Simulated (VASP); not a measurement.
# ZnS (F-43m) in VASP: further runs

Aim: see how the results for ZnS move with the level of theory and the settings. Levels: r2SCAN, PBE. Tasks: single point.

Everything below comes from runs of VASP 6.6.1. Logs are shortened: lines on timing, memory, paths and dates and some standing lists are left out, and cuts for length are marked.

**1. The cell of the first run**

Symmetry: F-43m, No. 216, cubic system. Conventional cell: a = 5.442 Å, b = 5.442 Å, c = 5.442 Å, α = 90.00°, β = 90.00°, γ = 90.00°. Within 3.1 Å of Zn (site symmetry -43m) lie 4 S at 2.36 Å. S (site symmetry -43m) has 4 Zn at 2.36 Å within 3.1 Å.

**2. Single point, r2SCAN (volume changed by +3%)**

POSCAR reads:

```
ZnS
1.0
    0.0000000000      2.7207616848      2.7207616848
    2.7207616848      0.0000000000      2.7207616848
    2.7207616848      2.7207616848      0.0000000000
Zn S
1 1
Direct
    0.0000000000      0.0000000000      0.0000000000
    0.2500000000      0.2500000000      0.2500000000
```

INCAR.step1 reads:

```
SYSTEM = ZnS
PREC = Accurate
ENCUT = 520
ISMEAR = 0
SIGMA = 0.01
LREAL = .FALSE.
LASPH = .TRUE.
NELM = 80
NBANDS = 16
GGA = PE
ALGO = Normal
EDIFF = 1E-4
LWAVE = .TRUE.
LCHARG = .FALSE.
```

INCAR.step2 reads:

```
SYSTEM = ZnS
PREC = Accurate
ENCUT = 520
EDIFF = 1E-6
ISMEAR = 0
SIGMA = 0.01
LREAL = .FALSE.
LASPH = .TRUE.
NELM = 80
ALGO = Normal
ISIF = 2
LWAVE = .FALSE.
LCHARG = .TRUE.
METAGGA = R2SCAN
LMIXTAU = .TRUE.
LELF = .TRUE.
LVHAR = .TRUE.
NBANDS = 16
ISTART = 1
```

KPOINTS reads:

```
Automatic mesh
0
G
  6 6 6
  0 0 0
```

Potentials or basis: VASP PAW PBE potentials, release 64 (Zn, S).

Started as:

```
cat potpaw_PBE.64/Zn/POTCAR potpaw_PBE.64/S/POTCAR > POTCAR
cp INCAR.step1 INCAR
mpirun -np 1 vasp_std > vasp.out
cp INCAR.step2 INCAR
mpirun -np 1 vasp_std > vasp.out
```

OUTCAR:

```text
SYSTEM = ZnS
   PREC = Accurate
   ENCUT = 520
   EDIFF = 1E-6
   ISMEAR = 0
   LREAL = .FALSE.
   LASPH = .TRUE.
   NELM = 80
   ISIF = 2
   METAGGA = R2SCAN
   ISTART = 1

 ion  position               nearest neighbor table
   1  0.000  0.000  0.000-   2 2.36   2 2.36   2 2.36   2 2.36
   2  0.250  0.250  0.250-   1 2.36   1 2.36   1 2.36   1 2.36

  LATTYP: Found a face centered cubic cell.
 ALAT       =     5.4415233696

  Lattice vectors:

 A1 = (   0.0000000000,   2.7207616848,   2.7207616848)
 A2 = (   2.7207616848,   0.0000000000,   2.7207616848)
 A3 = (   2.7207616848,   2.7207616848,   0.0000000000)

Analysis of symmetry for initial positions (statically):
=====================================================================
 Subroutine PRICEL returns:
 Original cell was already a primitive cell.

 Routine SETGRP: Setting up the symmetry group for a
 face centered cubic supercell.

 Subroutine GETGRP returns: Found 24 space group operations
 (whereof 24 operations were pure point group operations)
 out of a pool of 48 trial point group operations.

The static configuration has the point symmetry T_d .

Analysis of symmetry for dynamics (positions and initial velocities):
=====================================================================
 Subroutine PRICEL returns:
 Original cell was already a primitive cell.

 Routine SETGRP: Setting up the symmetry group for a
 face centered cubic supercell.

 Subroutine GETGRP returns: Found 24 space group operations
 (whereof 24 operations were pure point group operations)
 out of a pool of 48 trial point group operations.

The dynamic configuration has the point symmetry T_d .

 Subroutine INISYM returns: Found 24 space group operations
 (whereof 24 operations are pure point group operations),
 and found     1 'primitive' translations

----------------------------------------------------------------------------------------

                                     Primitive cell

  volume of cell :      40.2811

  direct lattice vectors                    reciprocal lattice vectors
     0.000000000  2.720761685  2.720761685    -0.183772068  0.183772068  0.183772068
     2.720761685  0.000000000  2.720761685     0.183772068 -0.183772068  0.183772068
     2.720761685  2.720761685  0.000000000     0.183772068  0.183772068 -0.183772068

  length of vectors
     3.847738075  3.847738075  3.847738075     0.318302558  0.318302558  0.318302558

  position of ions in fractional coordinates (direct lattice)
     0.000000000  0.000000000  0.000000000
     0.250000000  0.250000000  0.250000000

  ion indices of the primitive-cell ions
   primitive index   ion index
                 1           1
                 2           2

----------------------------------------------------------------------------------------

 KPOINTS: Automatic mesh

Automatic generation of k-mesh.
 Grid dimensions read from file:
 generate k-points for:    6    6    6

 Generating k-lattice:

  Cartesian coordinates                     Fractional coordinates (reciprocal lattice)
    -0.030628678  0.030628678  0.030628678     0.166666667  0.000000000  0.000000000
     0.030628678 -0.030628678  0.030628678     0.000000000  0.166666667  0.000000000
     0.030628678  0.030628678 -0.030628678     0.000000000  0.000000000  0.166666667

  Length of vectors
     0.053050426  0.053050426  0.053050426

  Shift w.r.t. Gamma in fractional coordinates (k-lattice)
     0.000000000  0.000000000  0.000000000

 Subroutine IBZKPT returns following result:
 ===========================================

 Found     16 irreducible k-points:

 Following reciprocal coordinates:
            Coordinates               Weight
  0.000000  0.000000  0.000000      1.000000
  0.166667  0.000000  0.000000      8.000000
  0.333333  0.000000  0.000000      8.000000
  0.500000  0.000000  0.000000      4.000000
  0.166667  0.166667  0.000000      6.000000
  0.333333  0.166667  0.000000     24.000000
[... 8 lines left out ...]
 -0.333333  0.333333  0.166667     24.000000
 -0.333333  0.500000  0.166667     12.000000
   k-points           NKPTS =     16   k-points in BZ     NKDIM =     16   number of bands    NBANDS=     16
   number of dos      NEDOS =    301   number of ions     NIONS =      2
   total plane-waves  NPLWV =  27000
   dimension x,y,z NGX =    30 NGY =   30 NGZ =   30
   dimension x,y,z NGXF=    60 NGYF=   60 NGZF=   60
   ions per type =               1   1
   NGX,Y,Z   is equivalent  to a cutoff of  12.96, 12.96, 12.96 a.u.
   NGXF,Y,Z  is equivalent  to a cutoff of  25.92, 25.92, 25.92 a.u.
 SYSTEM =  ZnS
   PREC   = accura    normal or accurate (medium, high low for compatibility)
   ISTART =      1    job   : 0-new  1-cont  2-samecut
   ICHARG =      0    charge: 1-file 2-atom 10-const
   ISPIN  =      1    spin polarized calculation?
   LNONCOLLINEAR =      F non collinear calculations
   LSORBIT =      F    spin-orbit coupling
   LASPH  =      T    aspherical Exc in radial PAW
   ENCUT  =  520.0 eV  38.22 Ry    6.18 a.u.   7.15  7.15  7.15*2*pi/ulx,y,z
   NELM   =     80;   NELMIN=  2; NELMDL=  0     # of ELM steps
   EDIFF  = 0.1E-05   stopping-criterion for ELM
   LREAL  =      F    real-space projection
   EDIFFG = 0.1E-04   stopping-criterion for IOM
   NSW    =      0    number of steps for IOM
   IBRION =     -1    ionic relax: 0-MD 1-quasi-New 2-CG
   NFREE  =      0    steps in history (QN), initial steepest desc. (CG)
   ISIF   =      2    stress and relaxation
   ISYM   =      2    0-nonsym 1-usesym 2-fastsym
   POTIM  = 0.5000    time-step for ionic-motion
   TEBEG  =    0.0;   TEEND  =   0.0 temperature during run
   PSTRESS=    0.0 pullay stress
   NELECT =      18.0000    total number of electrons
   NUPDOWN=      -1.0000    fix difference up-down
   EMIN   =  10.00;   EMAX   =-10.00  energy-range for DOS
   EFERMI =   0.00;   METHOD = LEGACY
   ISMEAR =     0;   SIGMA  =   0.01  broadening in eV -4-tet -1-fermi 0-gaus
   EFERMI_NEDOS =   21; number of points for ismear=-14 and -15
   IALGO  =     38    algorithm
   IMIX   =      4    mixing-type and parameters
     AMIX     =   0.40;   BMIX     =  1.00
     AMIX_MAG =   1.60;   BMIX_MAG =  1.00
  volume/ion in A,a.u.               =      20.14       135.92
  Fermi-wavevector in a.u.,A,eV,Ry     =   1.251599  2.365179 21.313523  1.566500
  Thomas-Fermi vector in A             =   2.385539
   LORBIT       =      0    0 simple, 1 ext, 2 COOP (PROOUT), +10 PAW based schemes
   METAGGA = R2SCAN    functional components
   LHFCALC =     F    Hartree Fock is set to
   AEXX    =    0.0000 exact exchange contribution
   IVDW    =     0    specifies the selected vdW correction
   LEPSILON=     F    determine dielectric tensor
   LRPA    =     F    only Hartree local field effects (RPA)
 non-spin polarized calculation
 Gauss-broadening in eV      SIGMA  =   0.01
  energy-cutoff  :      520.00
  volume of cell :       40.28
 maximum number of plane-waves:      1106
 NGX is ok and might be reduce to    30
   NGX = 15   NGY = 15   NGZ = 15

 number of electron      18.0000009 magnetization

 Free energy of the ion-electron system (eV)
  ---------------------------------------------------
  ext. energy  EPLUGINS =         0.00000000
  ---------------------------------------------------
  free energy    TOTEN  =       -18.85643177 eV

  energy without entropy =      -18.85643177  energy(sigma->0) =      -18.85643177

 E-fermi :   1.6978     XC(G=0): -10.1788

 val. band max:        1.6397564578   @ k =   0.0000   0.0000   0.0000
 cond. band min:       4.2171283774   @ k =   0.0000   0.0000   0.0000
 fundamental gap:      2.5773719195
 Fermi energy:         1.6978115710

 k-point     1 :       0.0000    0.0000    0.0000
  band No.  band energies     occupation
      1     -11.8875      2.00000
      2      -4.7801      2.00000
      3      -4.7801      2.00000
      4      -4.7801      2.00000
      5      -4.2615      2.00000
      6      -4.2615      2.00000
[... 8 lines left out ...]
     15      13.9194      0.00000
     16      14.0462      0.00000

 k-point     2 :       0.1667    0.0000    0.0000
  band No.  band energies     occupation
      1     -11.6880      2.00000
      2      -4.7653      2.00000
      3      -4.7445      2.00000
      4      -4.7444      2.00000
      5      -4.2631      2.00000
      6      -4.2631      2.00000
[... 8 lines left out ...]
     15      13.1191      0.00000
     16      14.8829      0.00000

 k-point     3 :       0.3333    0.0000    0.0000
  band No.  band energies     occupation
      1     -11.2385      2.00000
      2      -4.6835      2.00000
      3      -4.6835      2.00000
      4      -4.5900      2.00000
      5      -4.2506      2.00000
      6      -4.2505      2.00000
[... 8 lines left out ...]
     15      13.7699      0.00000
     16      14.0170      0.00000

 k-point     4 :       0.5000    0.0000    0.0000
  band No.  band energies     occupation
      1     -10.9805      2.00000
      2      -4.6606      2.00000
      3      -4.6605      2.00000
      4      -4.2338      2.00000
      5      -4.2337      2.00000
      6      -4.0698      2.00000
[... 8 lines left out ...]
     15      15.6450      0.00000
     16      15.6451      0.00000

 k-point     5 :       0.1667    0.1667    0.0000
  band No.  band energies     occupation
      1     -11.6214      2.00000
      2      -4.8017      2.00000
      3      -4.7111      2.00000
      4      -4.7111      2.00000
      5      -4.2865      2.00000
      6      -4.2432      2.00000
[... 8 lines left out ...]
     15      14.2900      0.00000
     16      16.2160      0.00000

 k-point     6 :       0.3333    0.1667    0.0000
  band No.  band energies     occupation
      1     -11.2513      2.00000
      2      -4.7481      2.00000
      3      -4.6393      2.00000
      4      -4.6193      2.00000
      5      -4.2796      2.00000
      6      -4.2277      2.00000
[... 8 lines left out ...]
     15      14.7586      0.00000
     16      16.1858      0.00000

 k-point     7 :       0.5000    0.1667    0.0000
  band No.  band energies     occupation
      1     -10.9122      2.00000
      2      -4.6621      2.00000
      3      -4.6069      2.00000
      4      -4.3532      2.00000
      5      -4.2280      2.00000
      6      -4.1100      2.00000
[... 8 lines left out ...]
     15      15.6885      0.00000
     16      16.2796      0.00000

 k-point     8 :      -0.3333    0.1667    0.0000
  band No.  band energies     occupation
      1     -10.9988      2.00000
      2      -4.6528      2.00000
      3      -4.6322      2.00000
      4      -4.4170      2.00000
      5      -4.2642      2.00000
      6      -4.2016      2.00000
[... 8 lines left out ...]
     15      15.2898      0.00000
     16      16.3732      0.00000

 k-point     9 :      -0.1667    0.1667    0.0000
  band No.  band energies     occupation
      1     -11.4015      2.00000
      2      -4.7168      2.00000
      3      -4.7004      2.00000
      4      -4.6809      2.00000
      5      -4.2809      2.00000
      6      -4.2385      2.00000
[... 8 lines left out ...]
     15      14.1856      0.00000
     16      16.6272      0.00000

 k-point    10 :       0.3333    0.3333    0.0000
  band No.  band energies     occupation
      1     -11.0208      2.00000
      2      -4.7937      2.00000
      3      -4.5423      2.00000
      4      -4.5423      2.00000
      5      -4.2699      2.00000
      6      -4.2065      2.00000
[... 8 lines left out ...]
     15      15.2579      0.00000
     16      19.2834      0.00000

 k-point    11 :       0.5000    0.3333    0.0000
  band No.  band energies     occupation
      1     -10.7603      2.00000
      2      -4.7100      2.00000
      3      -4.4932      2.00000
      4      -4.4446      2.00000
      5      -4.2078      2.00000
      6      -4.0862      2.00000
[... 8 lines left out ...]
     15      15.8898      0.00000
     16      17.1537      0.00000

 k-point    12 :      -0.3333    0.3333    0.0000
  band No.  band energies     occupation
      1     -10.7520      2.00000
      2      -4.6532      2.00000
      3      -4.5358      2.00000
      4      -4.3210      2.00000
      5      -4.2469      2.00000
      6      -3.9935      2.00000
[... 8 lines left out ...]
     15      13.8777      0.00000
     16      18.8322      0.00000

 k-point    13 :       0.5000    0.5000    0.0000
  band No.  band energies     occupation
      1     -10.6755      2.00000
      2      -4.7605      2.00000
      3      -4.4361      2.00000
      4      -4.4361      2.00000
      5      -4.1882      2.00000
      6      -4.0542      2.00000
[... 8 lines left out ...]
     15      15.9667      0.00000
     16      16.7849      0.00000

 k-point    14 :       0.5000    0.3333    0.1667
  band No.  band energies     occupation
      1     -10.9274      2.00000
      2      -4.6681      2.00000
      3      -4.5926      2.00000
      4      -4.4689      2.00000
      5      -4.2383      2.00000
      6      -4.1907      2.00000
[... 8 lines left out ...]
     15      16.2308      0.00000
     16      16.8966      0.00000

 k-point    15 :      -0.3333    0.3333    0.1667
  band No.  band energies     occupation
      1     -10.7519      2.00000
      2      -4.6336      2.00000
      3      -4.5518      2.00000
      4      -4.3153      2.00000
      5      -4.2710      2.00000
      6      -3.9641      2.00000
[... 8 lines left out ...]
     15      16.0309      0.00000
     16      16.7099      0.00000

 k-point    16 :      -0.3333    0.5000    0.1667
  band No.  band energies     occupation
      1     -10.6712      2.00000
      2      -4.6612      2.00000
      3      -4.4810      2.00000
      4      -4.3849      2.00000
      5      -4.2393      2.00000
      6      -3.9266      2.00000
[... 8 lines left out ...]
     15      16.1579      0.00000
     16      17.1644      0.00000

------------------------ aborting loop because EDIFF is reached ----------------------------------------

  FORCE on cell =-STRESS in cart. coord.  units (eV):
  Direction    XX          YY          ZZ          XY          YZ          ZX
  --------------------------------------------------------------------------------------
  -------------------------------------------------------------------------------------
  Total       -0.5321791     -0.5321791     -0.5321791      0.0000000     -0.0000000     -0.0000000
  in kB      -21.1673689    -21.1673689    -21.1673689      0.0000000     -0.0000000     -0.0000000
  external PRESSURE =     -21.1673689 kB  Pullay stress =       0.0000000 kB

 VOLUME and BASIS-vectors are now :
 -----------------------------------------------------------------------------
  energy-cutoff  :      520.00
  volume of cell :       40.28
      direct lattice vectors                 reciprocal lattice vectors
     0.000000000  2.720761685  2.720761685    -0.183772068  0.183772068  0.183772068
     2.720761685  0.000000000  2.720761685     0.183772068 -0.183772068  0.183772068
     2.720761685  2.720761685  0.000000000     0.183772068  0.183772068 -0.183772068

 POSITION                                       TOTAL-FORCE (eV/Angst)
 -----------------------------------------------------------------------------------
      0.00000      0.00000      0.00000        -0.000000     -0.000000     -0.000000
      1.36038      1.36038      1.36038         0.000000      0.000000      0.000000
 -----------------------------------------------------------------------------------
    total drift:                                0.000017      0.000017      0.000017

  FREE ENERGIE OF THE ION-ELECTRON SYSTEM (eV)
  ---------------------------------------------------
  free  energy   TOTEN  =       -18.8564317745 eV

  energy  without entropy=      -18.8564317745  energy(sigma->0) =      -18.85643177
```

Wall time 29 s (1 thread of Intel Xeon 6975P-C (Granite Rapids), shared host); peak memory 0.16 GiB.

What came out:

```
Free energy            : -18.8564 eV
Pressure               : -2.1 GPa
Band gap on the k mesh : 2.58 eV, direct
```

Caveat: the PAW data sets were made with another functional, which shifts forces and pressure a little.

(Part 1 of 2 ends here.)
